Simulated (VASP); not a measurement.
# ZnO (P6_3mc) in VASP: notebook

Runs on ZnO. Level: LDA. Tasks: single point.

Everything below comes from runs of VASP 6.6.1. Logs are shortened: lines on timing, memory, paths and dates and some standing lists are left out, and cuts for length are marked.

**1. The cell of the first run**

It takes space group P6_3mc (No. 186, hexagonal). Conventional cell: a = 3.249 Å, b = 3.249 Å, c = 5.100 Å, α = 90.00°, β = 90.00°, γ = 120.00°. Zn (site symmetry 3m) has 4 O at 1.95 to 1.97 Å within 2.6 Å. Within 2.6 Å of O (site symmetry 3m) lie 4 Zn at 1.95 to 1.97 Å.

**2. Single point, LDA (zz strain of -2 %)**

Contents of INCAR:

```
SYSTEM = ZnO
ALGO = Normal ; EDIFF = 1E-6
ENCUT = 600 ; GGA = CA
GGA_COMPAT = .False. ; ISIF = 2
ISMEAR = -1 ; LASPH = .True.
LCHARG = .False. ; LREAL = .False.
LWAVE = .False. ; NBANDS = 26
NELM = 120 ; PREC = Accurate
SIGMA = 0.02
```

Contents of KPOINTS:

```
k-points
0
Gamma
  11 11 6
  0 0 0
```

Contents of POSCAR:

```
ZnO
1.0
    3.2493987239      0.0000000000      0.0000000000
   -1.6246993619      2.8140618419      0.0000000000
    0.0000000000      0.0000000000      5.0997240000
Zn O
2 2
Direct
    0.3333333333      0.6666666667      0.0000000000
    0.6666666667      0.3333333333      0.5000000000
    0.3333333333      0.6666666667      0.3821000000
    0.6666666667      0.3333333333      0.8821000000
```

Potentials or basis: VASP PAW LDA potentials, release 64 (Zn, O).

Run with:

```
$ cat potpaw_LDA.64/Zn/POTCAR potpaw_LDA.64/O/POTCAR > POTCAR
$ mpirun -np 1 vasp_std > vasp.out
```

OUTCAR:

```text
SYSTEM = ZnO
   EDIFF = 1E-6
   ENCUT = 600
   GGA = CA
   ISIF = 2
   ISMEAR = -1
   LASPH = .True.
   LREAL = .False.
   NELM = 120
   PREC = Accurate

 ion  position               nearest neighbor table
   1  0.333  0.667  0.000-   3 1.95   4 1.97   4 1.97   4 1.97
   2  0.667  0.333  0.500-   4 1.95   3 1.97   3 1.97   3 1.97
   3  0.333  0.667  0.382-   1 1.95   2 1.97   2 1.97   2 1.97
   4  0.667  0.333  0.882-   2 1.95   1 1.97   1 1.97   1 1.97

  LATTYP: Found a hexagonal cell.
 ALAT       =     3.2493987239
 C/A-ratio  =     1.5694362045

  Lattice vectors:

 A1 = (   3.2493987239,   0.0000000000,   0.0000000000)
 A2 = (  -1.6246993619,   2.8140618419,   0.0000000000)
 A3 = (   0.0000000000,   0.0000000000,   5.0997240000)

Analysis of symmetry for initial positions (statically):
=====================================================================
 Subroutine PRICEL returns:
 Original cell was already a primitive cell.

 Routine SETGRP: Setting up the symmetry group for a
 hexagonal supercell.

 Subroutine GETGRP returns: Found 12 space group operations
 (whereof  6 operations were pure point group operations)
 out of a pool of 24 trial point group operations.

The static configuration has the point symmetry C_3v.
 The point group associated with its full space group is C_6v.

Analysis of symmetry for dynamics (positions and initial velocities):
=====================================================================
 Subroutine PRICEL returns:
 Original cell was already a primitive cell.

 Routine SETGRP: Setting up the symmetry group for a
 hexagonal supercell.

 Subroutine GETGRP returns: Found 12 space group operations
 (whereof  6 operations were pure point group operations)
 out of a pool of 24 trial point group operations.

The dynamic configuration has the point symmetry C_3v.
 The point group associated with its full space group is C_6v.

 Subroutine INISYM returns: Found 12 space group operations
 (whereof  6 operations are pure point group operations),
 and found     1 'primitive' translations

----------------------------------------------------------------------------------------

                                     Primitive cell

  volume of cell :      46.6319

  direct lattice vectors                    reciprocal lattice vectors
     3.249398724  0.000000000  0.000000000     0.307749244  0.177679109  0.000000000
    -1.624699362  2.814061842  0.000000000     0.000000000  0.355358217  0.000000000
     0.000000000  0.000000000  5.099724000     0.000000000  0.000000000  0.196089043

  length of vectors
     3.249398724  3.249398724  5.099724000     0.355358217  0.355358217  0.196089043

  position of ions in fractional coordinates (direct lattice)
     0.333333333  0.666666667  0.000000000
     0.666666667  0.333333333  0.500000000
     0.333333333  0.666666667  0.382100000
     0.666666667  0.333333333  0.882100000

  ion indices of the primitive-cell ions
   primitive index   ion index
                 1           1
                 2           2
                 3           3
                 4           4

----------------------------------------------------------------------------------------

 KPOINTS: k-points

Automatic generation of k-mesh.
 Grid dimensions read from file:
 generate k-points for:   11   11    6

 Generating k-lattice:

  Cartesian coordinates                     Fractional coordinates (reciprocal lattice)
     0.027977204  0.016152646  0.000000000     0.090909091  0.000000000  0.000000000
     0.000000000  0.032305292  0.000000000     0.000000000  0.090909091  0.000000000
     0.000000000  0.000000000  0.032681507     0.000000000  0.000000000  0.166666667

  Length of vectors
     0.032305292  0.032305292  0.032681507

  Shift w.r.t. Gamma in fractional coordinates (k-lattice)
     0.000000000  0.000000000  0.000000000

 Subroutine IBZKPT returns following result:
 ===========================================

 Found     64 irreducible k-points:

 Following reciprocal coordinates:
            Coordinates               Weight
  0.000000  0.000000  0.000000      1.000000
  0.090909  0.000000  0.000000      6.000000
  0.181818 -0.000000  0.000000      6.000000
  0.272727  0.000000  0.000000      6.000000
  0.363636 -0.000000  0.000000      6.000000
  0.454545  0.000000  0.000000      6.000000
[... 16 lines left out ...]
  0.090909  0.090909  0.166667     12.000000
  0.181818  0.090909  0.166667     24.000000
 [... further k-points ...]
   k-points           NKPTS =     64   k-points in BZ     NKDIM =     64   number of bands    NBANDS=     26
   number of dos      NEDOS =    301   number of ions     NIONS =      4
   total plane-waves  NPLWV =  32928
   dimension x,y,z NGX =    28 NGY =   28 NGZ =   42
   dimension x,y,z NGXF=    56 NGYF=   56 NGZF=   84
   ions per type =               2   2
   NGX,Y,Z   is equivalent  to a cutoff of  14.33, 14.33, 13.69 a.u.
   NGXF,Y,Z  is equivalent  to a cutoff of  28.65, 28.65, 27.38 a.u.
 SYSTEM =  ZnO
   PREC   = accura    normal or accurate (medium, high low for compatibility)
   ISTART =      0    job   : 0-new  1-cont  2-samecut
   ICHARG =      2    charge: 1-file 2-atom 10-const
   ISPIN  =      1    spin polarized calculation?
   LNONCOLLINEAR =      F non collinear calculations
   LSORBIT =      F    spin-orbit coupling
   LASPH  =      T    aspherical Exc in radial PAW
   ENCUT  =  600.0 eV  44.10 Ry    6.64 a.u.   6.49  6.49 10.19*2*pi/ulx,y,z
   NELM   =    120;   NELMIN=  2; NELMDL= -5     # of ELM steps
   EDIFF  = 0.1E-05   stopping-criterion for ELM
   LREAL  =      F    real-space projection
   EDIFFG = 0.1E-04   stopping-criterion for IOM
   NSW    =      0    number of steps for IOM
   IBRION =     -1    ionic relax: 0-MD 1-quasi-New 2-CG
   NFREE  =      0    steps in history (QN), initial steepest desc. (CG)
   ISIF   =      2    stress and relaxation
   ISYM   =      2    0-nonsym 1-usesym 2-fastsym
   POTIM  = 0.5000    time-step for ionic-motion
   TEBEG  =    0.0;   TEEND  =   0.0 temperature during run
   PSTRESS=    0.0 pullay stress
   NELECT =      36.0000    total number of electrons
   NUPDOWN=      -1.0000    fix difference up-down
   EMIN   =  10.00;   EMAX   =-10.00  energy-range for DOS
   EFERMI =   0.00;   METHOD = LEGACY
   ISMEAR =    -1;   SIGMA  =   0.02  broadening in eV -4-tet -1-fermi 0-gaus
   EFERMI_NEDOS =   21; number of points for ismear=-14 and -15
   IALGO  =     38    algorithm
   IMIX   =      4    mixing-type and parameters
     AMIX     =   0.40;   BMIX     =  1.00
     AMIX_MAG =   1.60;   BMIX_MAG =  1.00
  volume/ion in A,a.u.               =      11.66        78.67
  Fermi-wavevector in a.u.,A,eV,Ry     =   1.501809  2.838007 30.686972  2.255429
  Thomas-Fermi vector in A             =   2.613131
   LORBIT       =      0    0 simple, 1 ext, 2 COOP (PROOUT), +10 PAW based schemes
   GGA     = CA    functional components
   LHFCALC =     F    Hartree Fock is set to
   AEXX    =    0.0000 exact exchange contribution
   IVDW    =     0    specifies the selected vdW correction
   LEPSILON=     F    determine dielectric tensor
   LRPA    =     F    only Hartree local field effects (RPA)
 non-spin polarized calculation
  energy-cutoff  :      600.00
  volume of cell :       46.63
 maximum number of plane-waves:      1588
 NGX is ok and might be reduce to    28
   NGX = 13   NGY = 13   NGZ = 21

 number of electron      35.9999990 magnetization

 Free energy of the ion-electron system (eV)
  ---------------------------------------------------
  ext. energy  EPLUGINS =         0.00000000
  ---------------------------------------------------
  free energy    TOTEN  =       -21.14207565 eV

  energy without entropy =      -21.14207565  energy(sigma->0) =      -21.14207565

 E-fermi :   1.4423     XC(G=0): -11.5713

 val. band max:        1.0485704314   @ k =   0.0000   0.0000   0.0000
 cond. band min:       1.8492647888   @ k =   0.0000   0.0000   0.0000
 fundamental gap:      0.8006943574
 Fermi energy:         1.4423025372

 k-point     1 :       0.0000    0.0000    0.0000
  band No.  band energies     occupation
      1     -16.9033      2.00000
      2     -16.0601      2.00000
      3      -4.8032      2.00000
      4      -4.8032      2.00000
      5      -4.7270      2.00000
      6      -4.7240      2.00000
[... 18 lines left out ...]
     25      14.9765      0.00000
     26      15.4996      0.00000

 k-point     2 :       0.0909    0.0000    0.0000
  band No.  band energies     occupation
      1     -16.8543      2.00000
      2     -16.0402      2.00000
      3      -4.8617      2.00000
      4      -4.7757      2.00000
      5      -4.6932      2.00000
      6      -4.6733      2.00000
[... 18 lines left out ...]
     25      15.0994      0.00000
     26      15.5923      0.00000

 k-point     3 :       0.1818   -0.0000    0.0000
  band No.  band energies     occupation
      1     -16.7179      2.00000
      2     -15.9890      2.00000
      3      -4.9870      2.00000
      4      -4.7050      2.00000
      5      -4.6818      2.00000
      6      -4.6013      2.00000
[... 18 lines left out ...]
     25      15.0326      0.00000
     26      15.2289      0.00000

 k-point     4 :       0.2727    0.0000    0.0000
  band No.  band energies     occupation
      1     -16.5246      2.00000
      2     -15.9302      2.00000
      3      -5.0993      2.00000
      4      -4.7235      2.00000
      5      -4.6239      2.00000
      6      -4.4846      2.00000
[... 18 lines left out ...]
     25      14.2661      0.00000
     26      15.0733      0.00000

 k-point     5 :       0.3636   -0.0000    0.0000
  band No.  band energies     occupation
      1     -16.3227      2.00000
      2     -15.8934      2.00000
      3      -5.1293      2.00000
      4      -4.7766      2.00000
      5      -4.5657      2.00000
      6      -4.3440      2.00000
[... 18 lines left out ...]
     25      14.3265      0.00000
     26      15.0073      0.00000

 k-point     6 :       0.4545    0.0000    0.0000
  band No.  band energies     occupation
      1     -16.1782      2.00000
      2     -15.8929      2.00000
      3      -5.0728      2.00000
      4      -4.8443      2.00000
      5      -4.5395      2.00000
      6      -4.2242      2.00000
[... 427 lines left out ...]
 k-point    21 :       0.3636   -0.0000    0.1667
  band No.  band energies     occupation
      1     -16.2920      2.00000
      2     -15.9197      2.00000
      3      -5.1726      2.00000
      4      -4.8950      2.00000
      5      -4.5433      2.00000
      6      -4.3806      2.00000
[... 18 lines left out ...]
     25      14.3408      0.00000
     26      14.9355      0.00000

 k-point    22 :       0.4545    0.0000    0.1667
  band No.  band energies     occupation
      1     -16.1560      2.00000
      2     -15.9085      2.00000
      3      -5.1284      2.00000
      4      -4.9593      2.00000
      5      -4.5122      2.00000
      6      -4.2650      2.00000
[... 18 lines left out ...]
     25      14.2602      0.00000
     26      15.0382      0.00000

 k-point    23 :       0.0909    0.0909    0.1667
  band No.  band energies     occupation
      1     -16.7126      2.00000
      2     -16.0569      2.00000
      3      -4.9672      2.00000
      4      -4.8476      2.00000
      5      -4.6981      2.00000
      6      -4.6720      2.00000
[... 18 lines left out ...]
     25      14.1648      0.00000
     26      15.1980      0.00000

 k-point    24 :       0.1818    0.0909    0.1667
  band No.  band energies     occupation
      1     -16.5533      2.00000
      2     -15.9929      2.00000
      3      -5.0682      2.00000
      4      -4.8502      2.00000
      5      -4.6416      2.00000
      6      -4.5772      2.00000
[... 18 lines left out ...]
     25      13.9676      0.00000
     26      15.5024      0.00000

 [... further k-points ...]

------------------------ aborting loop because EDIFF is reached ----------------------------------------

  FORCE on cell =-STRESS in cart. coord.  units (eV):
  Direction    XX          YY          ZZ          XY          YZ          ZX
  --------------------------------------------------------------------------------------
  -------------------------------------------------------------------------------------
  Total       -1.5044299     -1.5044299      0.0531776     -0.0000000      0.0000000      0.0000000
  in kB      -51.6891300    -51.6891300      1.8270722     -0.0000000      0.0000000      0.0000000
  external PRESSURE =     -33.8503960 kB  Pullay stress =       0.0000000 kB

 VOLUME and BASIS-vectors are now :
 -----------------------------------------------------------------------------
  energy-cutoff  :      600.00
  volume of cell :       46.63
      direct lattice vectors                 reciprocal lattice vectors
     3.249398724  0.000000000  0.000000000     0.307749244  0.177679109  0.000000000
    -1.624699362  2.814061842  0.000000000     0.000000000  0.355358217  0.000000000
     0.000000000  0.000000000  5.099724000     0.000000000  0.000000000  0.196089043

 POSITION                                       TOTAL-FORCE (eV/Angst)
 -----------------------------------------------------------------------------------
     -0.00000      1.87604      0.00000         0.000000     -0.000000     -0.146829
      1.62470      0.93802      2.54986        -0.000000     -0.000000     -0.146829
     -0.00000      1.87604      1.94860         0.000000     -0.000000      0.146829
      1.62470      0.93802      4.49847        -0.000000      0.000000      0.146829
 -----------------------------------------------------------------------------------
    total drift:                               -0.000000     -0.000000     -0.000107

  FREE ENERGIE OF THE ION-ELECTRON SYSTEM (eV)
  ---------------------------------------------------
  free  energy   TOTEN  =       -21.1420756453 eV

  energy  without entropy=      -21.1420756453  energy(sigma->0) =      -21.14207565
```

It took 94 s on 1 thread of Intel Xeon 6975P-C (Granite Rapids), shared host; peak memory 0.2 GiB.

What came out:

```yaml
Free_energy: -21.1421 eV
Pressure: -3.4 GPa
Largest_force: 0.147 eV/Å
Band_gap_on_the_k_mesh: 0.80 eV, direct
```

Forces on the atoms (eV/Å):
```
Zn   0.000  0.000 -0.147
Zn   0.000  0.000 -0.147
O    0.000  0.000  0.147
O    0.000  0.000  0.147
```

Levels at points of the mesh, in eV from the valence-band top:
```
           k point  band 14  band 15  band 16  band 17  band 18  band 19  band 20  band 21  band 22  band 23
(0.00, 0.00, 0.00)    -0.87    -0.87    -0.05     0.00     0.00     0.80     5.10     8.39    12.57    12.57
(0.00, 0.00, 0.50)    -2.21    -0.43    -0.43    -0.43    -0.43     3.48     3.48    10.17    10.17    12.86
```

Caveat: the cell differs from its parent crystal (zz strain of -2 %).

**3. Single point, LDA (zz strain of -1 %)**

Contents of INCAR:

```
SYSTEM = ZnO
  PREC = Accurate
  ENCUT = 600
  EDIFF = 1E-6
  ISMEAR = -1
  SIGMA = 0.02
  LREAL = .False.
  LASPH = .True.
  NELM = 120
  ALGO = Normal
  ISIF = 2
  LWAVE = .False.
  LCHARG = .False.
  NBANDS = 26
  GGA_COMPAT = .False.
```

Contents of KPOINTS:

```
regular mesh
0
Gamma
  11 11 6
  0 0 0
```

Edit POSCAR of step 2 so:

```diff
@@ -4,3 +4,3 @@
    -1.6246993619      2.8140618419      0.0000000000
-    0.0000000000      0.0000000000      5.0997240000
+    0.0000000000      0.0000000000      5.1517620000
 Zn O
```

Potentials or basis: VASP PAW LDA potentials, release 64 (Zn, O).

Run with:

```
$ cat potpaw_LDA.64/Zn/POTCAR potpaw_LDA.64/O/POTCAR > POTCAR
$ mpirun -np 1 vasp_std > vasp.out
```

OUTCAR:

```text
SYSTEM = ZnO
   PREC = Accurate
   ENCUT = 600
   EDIFF = 1E-6
   ISMEAR = -1
   LREAL = .False.
   LASPH = .True.
   NELM = 120
   ISIF = 2

 ion  position               nearest neighbor table
   1  0.333  0.667  0.000-   3 1.97   4 1.97   4 1.97   4 1.97
   2  0.667  0.333  0.500-   4 1.97   3 1.97   3 1.97   3 1.97
   3  0.333  0.667  0.382-   1 1.97   2 1.97   2 1.97   2 1.97
   4  0.667  0.333  0.882-   2 1.97   1 1.97   1 1.97   1 1.97

  LATTYP: Found a hexagonal cell.
 ALAT       =     3.2493987239
 C/A-ratio  =     1.5854508596

  Lattice vectors:

 A1 = (   3.2493987239,   0.0000000000,   0.0000000000)
 A2 = (  -1.6246993619,   2.8140618419,   0.0000000000)
 A3 = (   0.0000000000,   0.0000000000,   5.1517620000)

Analysis of symmetry for initial positions (statically):
=====================================================================
 Subroutine PRICEL returns:
 Original cell was already a primitive cell.

 Routine SETGRP: Setting up the symmetry group for a
 hexagonal supercell.
[... 169 lines left out ...]
  free energy    TOTEN  =       -21.13899599 eV

  energy without entropy =      -21.13899599  energy(sigma->0) =      -21.13899599

 E-fermi :   1.3377     XC(G=0): -11.5178

 val. band max:        0.9632518678   @ k =   0.0000   0.0000   0.0000
 cond. band min:       1.7355989197   @ k =   0.0000   0.0000   0.0000
 fundamental gap:      0.7723470519
 Fermi energy:         1.3376726575

 k-point     1 :       0.0000    0.0000    0.0000
  band No.  band energies     occupation
      1     -16.9137      2.00000
      2     -16.1052      2.00000
      3      -4.8539      2.00000
      4      -4.8539      2.00000
      5      -4.7714      2.00000
      6      -4.7637      2.00000
[... 685 lines left out ...]
     25      13.8432      0.00000
     26      15.3636      0.00000

 [... further k-points ...]

------------------------ aborting loop because EDIFF is reached ----------------------------------------

  FORCE on cell =-STRESS in cart. coord.  units (eV):
  Direction    XX          YY          ZZ          XY          YZ          ZX
  --------------------------------------------------------------------------------------
  -------------------------------------------------------------------------------------
  Total       -1.7145903     -1.7145903     -0.8763484     -0.0000000      0.0000000      0.0000000
  in kB      -58.3147630    -58.3147630    -29.8053990     -0.0000000      0.0000000      0.0000000
  external PRESSURE =     -48.8116416 kB  Pullay stress =       0.0000000 kB

 VOLUME and BASIS-vectors are now :
 -----------------------------------------------------------------------------
  energy-cutoff  :      600.00
  volume of cell :       47.11
      direct lattice vectors                 reciprocal lattice vectors
     3.249398724  0.000000000  0.000000000     0.307749244  0.177679109  0.000000000
    -1.624699362  2.814061842  0.000000000     0.000000000  0.355358217  0.000000000
     0.000000000  0.000000000  5.151762000     0.000000000  0.000000000  0.194108346

 POSITION                                       TOTAL-FORCE (eV/Angst)
 -----------------------------------------------------------------------------------
     -0.00000      1.87604      0.00000        -0.000000     -0.000000     -0.043318
      1.62470      0.93802      2.57588        -0.000000      0.000000     -0.043318
     -0.00000      1.87604      1.96849         0.000000      0.000000      0.043318
      1.62470      0.93802      4.54437        -0.000000     -0.000000      0.043318
 -----------------------------------------------------------------------------------
    total drift:                               -0.000000     -0.000000      0.000096

  FREE ENERGIE OF THE ION-ELECTRON SYSTEM (eV)
  ---------------------------------------------------
  free  energy   TOTEN  =       -21.1389959923 eV

  energy  without entropy=      -21.1389959922  energy(sigma->0) =      -21.13899599
```

Wall time 86 s (1 thread of Intel Xeon 6975P-C (Granite Rapids), shared host); peak memory 0.2 GiB.

What came out:

* Free energy: -21.1390 eV
* Pressure: -4.9 GPa
* Largest force: 0.043 eV/Å
* Band gap on the k mesh: 0.77 eV, direct

Forces on the atoms (eV/Å):
```
Zn   0.000  0.000 -0.043
Zn   0.000  0.000 -0.043
O    0.000  0.000  0.043
O    0.000  0.000  0.043
```

Stress tensor (GPa, compression positive):
```
-5.83  0.00  0.00
 0.00 -5.83  0.00
 0.00  0.00 -2.98
```

Caveat: the cell differs from its parent crystal (zz strain of -1 %).

(Continued in part 2 of 2.)
